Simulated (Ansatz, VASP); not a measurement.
# Bi in VASP and in Ansatz

The input INCAR:

```
SYSTEM = Bi
ALGO = Normal
EDIFF = 1E-6
EDIFFG = -0.01
ENCUT = 600
GGA = PS
IBRION = 2
ISIF = 3
ISMEAR = -1
LASPH = .TRUE.
LCHARG = .FALSE.
LREAL = .FALSE.
LWAVE = .FALSE.
NELM = 80
NSW = 80
PREC = Accurate
SIGMA = 0.05
```

File KPOINTS:

```
k-points
0
G
  7 7 7
  0 0 0
```

Contents of POSCAR:

```
Bi
1.0
    2.2675000000      1.3091417354      3.9380000000
   -2.2675000000      1.3091417354      3.9380000000
    0.0000000000     -2.6182834708      3.9380000000
Bi
2
Direct
    0.7660000000      0.7660000000      0.7660000000
    0.2340000000      0.2340000000      0.2340000000
```

The input input.yaml:

```yaml
crystal:
  lattice:
    - [2.2675, 1.3091417354, 3.938]
    - [-2.2675, 1.3091417354, 3.938]
    - [0.0, -2.6182834708, 3.938]
  atoms:
    - { symbol: Bi, position: [0.766, 0.766, 0.766] }
    - { symbol: Bi, position: [0.234, 0.234, 0.234] }
kpoints:
  mp_grid: { grid: [7, 7, 7] }
scf:
  occupations: { method: fermi_dirac, width: 0.05 }
hamiltonian:
  xc: pbesol
  pseudopotentials: { kind: all_electron, lapw: { basis_error: 0.001 } }
output:
  forces: true
  stress: true
relax:
  f_tol: 0.01
  max_steps: 60
  cell: {}
```

Alike in both runs: task relaxation of cell and atoms; functional PBEsol; k mesh 7 × 7 × 7; occupations fermi-dirac, width 0.05 eV; no spin polarisation.

|  | VASP | Ansatz |
| --- | --- | --- |
| version | VASP 6.6.1 | Ansatz 0.2.0 |
| potentials or method | VASP PAW PBE potentials, release 64 (Bi_d), cutoff 600 eV | all-electron LAPW, scalar-relativistic |

|  | VASP | Ansatz | Ansatz less VASP |
| --- | --- | --- | --- |
| relaxed volume (Å³/atom) | 34.29 | 34.33 | +0.043 |
| relaxed cell length with the largest relative difference (Å) | 4.658 | 4.659 | +0.0015 |

VASP's potentials were made for PBE, not for PBEsol. Ansatz ran all-electron here, and VASP with PAW potentials.

Spin-orbit coupling is off throughout.
